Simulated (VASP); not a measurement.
# Pr4O (Pm-3m) in VASP: elastic constants with PBE

Aim: the elastic constants of Pr4O with PBE.

Everything below comes from runs of VASP 6.6.1. Logs are shortened: lines on timing, memory, paths and dates and some standing lists are left out, and cuts for length are marked.

## (1) The cell of the first run

Symmetry: Pm-3m, No. 221, cubic system. The conventional cell has a = 5.183 Å, b = 5.183 Å, c = 5.183 Å, α = 90.00°, β = 90.00°, γ = 90.00°. Within 3.4 Å of Pr (site symmetry 4/mmm) lie 2 O at 2.59 Å. Pr (site symmetry m-3m) has 12 Pr at 3.67 Å and 8 O at 4.49 Å within 4.8 Å. O (site symmetry m-3m) has 6 Pr at 2.59 Å within 3.4 Å.

## (2) Elastic constants, PBE

File INCAR:

```
SYSTEM = Pr4O
PREC = Accurate
ENCUT = 600
EDIFF = 1E-8
ISMEAR = -1
SIGMA = 0.15
LREAL = .FALSE.
LASPH = .TRUE.
NELM = 200
ALGO = Normal
ISIF = 3
LWAVE = .FALSE.
LCHARG = .TRUE.
GGA = PE
NBANDS = 33
IBRION = 6
NFREE = 2
POTIM = 0.015
NSW = 1
GGA_COMPAT = .FALSE.
LMAXMIX = 6
KPAR = 4
```

File KPOINTS:

```
Automatic mesh
0
G
  8 8 8
  0 0 0
```

File POSCAR:

```
Pr4O
1.0
    5.1833281506      0.0000000000      0.0000000000
    0.0000000000      5.1833281506      0.0000000000
    0.0000000000      0.0000000000      5.1833281506
Pr O
4 1
Direct
    0.0000000000      0.5000000000      0.5000000000
    0.5000000000      0.5000000000      0.0000000000
    0.5000000000      0.0000000000      0.5000000000
    0.0000000000      0.0000000000      0.0000000000
    0.5000000000      0.5000000000      0.5000000000
```

Potentials or basis: VASP PAW PBE potentials, release 64 (Pr_3, O), 4f in core.

Run with:

```bash
cat potpaw_PBE.64/Pr_3/POTCAR potpaw_PBE.64/O/POTCAR > POTCAR
mpirun -np 4 vasp_std > vasp.out
```

OUTCAR:

```text
SYSTEM = Pr4O
   PREC = Accurate
   ENCUT = 600
   EDIFF = 1E-8
   ISMEAR = -1
   LREAL = .FALSE.
   LASPH = .TRUE.
   NELM = 200
   ISIF = 3
   GGA = PE
   IBRION = 6
   NFREE = 2
   POTIM = 0.015
   NSW = 1

 ion  position               nearest neighbor table
   1  0.000  0.500  0.500-   5 2.59   5 2.59   4 3.67   2 3.67   2 3.67   4 3.67   3 3.67   4 3.67
                             4 3.67   2 3.67   3 3.67   3 3.67   2 3.67   3 3.67
   2  0.500  0.500  0.000-   5 2.59   5 2.59   4 3.67   1 3.67   1 3.67   3 3.67   3 3.67   3 3.67
                             4 3.67   3 3.67   1 3.67   4 3.67   1 3.67   4 3.67
   3  0.500  0.000  0.500-   5 2.59   5 2.59   4 3.67   1 3.67   2 3.67   4 3.67   1 3.67   2 3.67
                             2 3.67   2 3.67   1 3.67   4 3.67   4 3.67   1 3.67
   4  0.000  0.000  0.000-   1 3.67   2 3.67   3 3.67   1 3.67   3 3.67   1 3.67   2 3.67   1 3.67
                             2 3.67   3 3.67   3 3.67   2 3.67
   5  0.500  0.500  0.500-   1 2.59   2 2.59   3 2.59   2 2.59   3 2.59   1 2.59

  LATTYP: Found a simple cubic cell.
 ALAT       =     5.1833281506

  Lattice vectors:

 A1 = (   5.1833281506,   0.0000000000,   0.0000000000)
 A2 = (   0.0000000000,   5.1833281506,   0.0000000000)
 A3 = (   0.0000000000,   0.0000000000,   5.1833281506)

Analysis of symmetry for initial positions (statically):
=====================================================================
 Subroutine PRICEL returns:
 Original cell was already a primitive cell.

 Routine SETGRP: Setting up the symmetry group for a
 simple cubic supercell.

 Subroutine GETGRP returns: Found 48 space group operations
 (whereof 48 operations were pure point group operations)
 out of a pool of 48 trial point group operations.

The static configuration has the point symmetry O_h .

Analysis of symmetry for dynamics (positions and initial velocities):
=====================================================================
 Subroutine PRICEL returns:
 Original cell was already a primitive cell.

 Routine SETGRP: Setting up the symmetry group for a
 simple cubic supercell.

 Subroutine GETGRP returns: Found 48 space group operations
 (whereof 48 operations were pure point group operations)
[... 1240 lines left out ...]
 cond. band min:       4.1412797587   @ k =   0.0000   0.5000   0.3750
 fundamental gap:      0.0346931557
 Fermi energy:         4.1247651724

 k-point     1 :       0.0000    0.0000    0.0000
  band No.  band energies     occupation
      1     -32.2478      2.00000
      2     -32.0584      2.00000
      3     -32.0583      2.00000
      4     -31.8773      2.00000
      5     -14.7626      2.00000
      6     -14.7597      2.00000
[... 887 lines left out ...]
  FREE ENERGIE OF THE ION-ELECTRON SYSTEM (eV)
  ---------------------------------------------------
  free  energy   TOTEN  =       -29.4311665431 eV

  energy  without entropy=      -29.0546979671  energy(sigma->0) =      -29.24293226

 INTERNAL STRAIN TENSORS FROM STRAINED CELLS
 ============================================

 INTERNAL STRAIN TENSOR FOR ION    1 for displacements in x,y,z  (eV/Angst):
          X           Y           Z          XY          YZ          ZX
  --------------------------------------------------------------------------------
  x     0.00000     0.00000     0.00000     0.00000     0.00000     0.00000
  y     0.00000     0.00000     0.00000     0.00000     0.00000     0.00000
  z     0.00000     0.00000     0.00000     0.00000     0.00000     0.00000

 INTERNAL STRAIN TENSORS FROM DISPLACED ATOMS
 ============================================

 INTERNAL STRAIN TENSOR FOR ION    1 for displacements in x,y,z  (eV/Angst):
          X           Y           Z          XY          YZ          ZX
  --------------------------------------------------------------------------------
  x     0.00000     0.00000     0.00000     0.00000     0.00000     0.00000
  y     0.00000     0.00000     0.00000     0.00000     0.00000     0.00000
  z     0.00000     0.00000     0.00000     0.00000     0.00000     0.00000

 INTERNAL STRAIN TENSOR FOR ION    5 for displacements in x,y,z  (eV/Angst):
          X           Y           Z          XY          YZ          ZX
  --------------------------------------------------------------------------------
  x     0.00000     0.00000     0.00000     0.00000     0.00000     0.00000
  y     0.00000     0.00000     0.00000     0.00000     0.00000     0.00000
  z     0.00000     0.00000     0.00000     0.00000     0.00000     0.00000

 Eigenvectors and eigenvalues of the dynamical matrix
 ----------------------------------------------------

   1 f  =    7.395000 THz    46.464158 2PiTHz  246.670662 cm-1    30.583251 meV
             X         Y         Z           dx          dy          dz
      0.000000  2.591664  2.591664     0.119098    0.018457    0.000000
      2.591664  2.591664  0.000000     0.055930    0.018457   -0.000000
      2.591664  0.000000  2.591664     0.055930    0.039302    0.000000
      0.000000  0.000000  0.000000     0.084967    0.028039   -0.000000
      2.591664  2.591664  2.591664    -0.934953   -0.308530    0.000000
[... 105 lines left out ...]
  15 f/i=    0.003377 THz     0.021218 2PiTHz    0.112643 cm-1     0.013966 meV
             X         Y         Z           dx          dy          dz
      0.000000  2.591664  2.591664    -0.010019   -0.006557   -0.492816
      2.591664  2.591664  0.000000    -0.010017   -0.006557   -0.492923
      2.591664  0.000000  2.591664    -0.010017   -0.006558   -0.492816
      0.000000  0.000000  0.000000    -0.010019   -0.006558   -0.492915
      2.591664  2.591664  2.591664    -0.003385   -0.002216   -0.166548

--------------------------------------------------------------------------------------------------------

 ELASTIC MODULI CONTR FROM IONIC RELAXATION (kBar)
 Direction    XX          YY          ZZ          XY          YZ          ZX
 --------------------------------------------------------------------------------
 XX           0.0000      0.0000      0.0000      0.0000      0.0000      0.0000
 YY           0.0000      0.0000      0.0000      0.0000      0.0000      0.0000
 ZZ           0.0000      0.0000      0.0000      0.0000      0.0000      0.0000
 XY           0.0000      0.0000      0.0000      0.0000      0.0000      0.0000
 YZ           0.0000      0.0000      0.0000      0.0000      0.0000      0.0000
 ZX           0.0000      0.0000      0.0000      0.0000      0.0000      0.0000
 --------------------------------------------------------------------------------

 TOTAL ELASTIC MODULI (kBar)
 Direction    XX          YY          ZZ          XY          YZ          ZX
 --------------------------------------------------------------------------------
 XX         702.8292    420.9763    420.9763     -0.0000      0.0000      0.0000
 YY         420.9763    702.8292    420.9763      0.0000      0.0000      0.0000
 ZZ         420.9763    420.9763    702.8292     -0.0000     -0.0000     -0.0000
 XY          -0.0000      0.0000     -0.0000    352.7191      0.0000      0.0000
 YZ           0.0000      0.0000     -0.0000      0.0000    352.7191      0.0000
 ZX           0.0000      0.0000     -0.0000      0.0000      0.0000    352.7191
 --------------------------------------------------------------------------------
```

OSZICAR:

```text
N       E                     dE             d eps       ncg     rms          rms(c)
DAV:   1     0.458083388202E+03    0.45808E+03   -0.26274E+04  2310   0.159E+03
[... 293 lines left out ...]
DAV:   3    -0.294312456266E+02    0.25064E-03   -0.17213E-03  7048   0.143E-01    0.544E-02
DAV:   4    -0.294311570944E+02    0.88532E-04   -0.44615E-04  5981   0.918E-02    0.174E-02
DAV:   5    -0.294311667404E+02   -0.96460E-05   -0.76148E-05  5706   0.310E-02    0.151E-02
DAV:   6    -0.294311678556E+02   -0.11152E-05   -0.10611E-05  6919   0.146E-02    0.762E-03
DAV:   7    -0.294311664748E+02    0.13808E-05   -0.61808E-06  5996   0.986E-03    0.128E-03
DAV:   8    -0.294311665517E+02   -0.76961E-07   -0.94116E-07  5937   0.347E-03    0.833E-04
DAV:   9    -0.294311665431E+02    0.86757E-08   -0.67268E-08  4841   0.115E-03
  21 F= -.29431167E+02 E0= -.29242932E+02  d E =-.376469E+00
```

Wall time 21 min (4 MPI ranks of Intel Xeon 6975P-C (Granite Rapids), shared host); peak memory 1.3 GiB.

Results:

```yaml
Elastic_constants_C11_C12_C44: 70, 42, 35 GPa
Voigt_bulk_modulus: 51 GPa
Highest_phonon_frequency_at_Γ_LO-TO_splitting_left_out: 247 cm⁻¹
```

Phonon frequencies in cm⁻¹ (negative: imaginary):
```tsv
q point	frequencies
(0.000, 0.000, 0.000)	0 0 0 93 93 93 102 102 102 112 112 112 247 247 247
```

Elastic tensor in Voigt notation (GPa, in the Cartesian axes of the cell as first typed):
```
70 42 42  0  0  0
42 70 42  0  0  0
42 42 70  0  0  0
 0  0  0 35  0  0
 0  0  0  0 35  0
 0  0  0  0  0 35
```

Clamped-ion elastic tensor (GPa):
```
70 42 42  0  0  0
42 70 42  0  0  0
42 42 70  0  0  0
 0  0  0 35  0  0
 0  0  0  0 35  0
 0  0  0  0  0 35
```

Caveat: spin-orbit coupling is left out, which moves the levels of the heavy elements; the 4f electrons are frozen in the core, so they carry no moment and show no levels; the run has no spin polarisation, though such a crystal can be magnetic. Spin polarisation is off, so any magnetic state and its effect on volume and gap are missing.
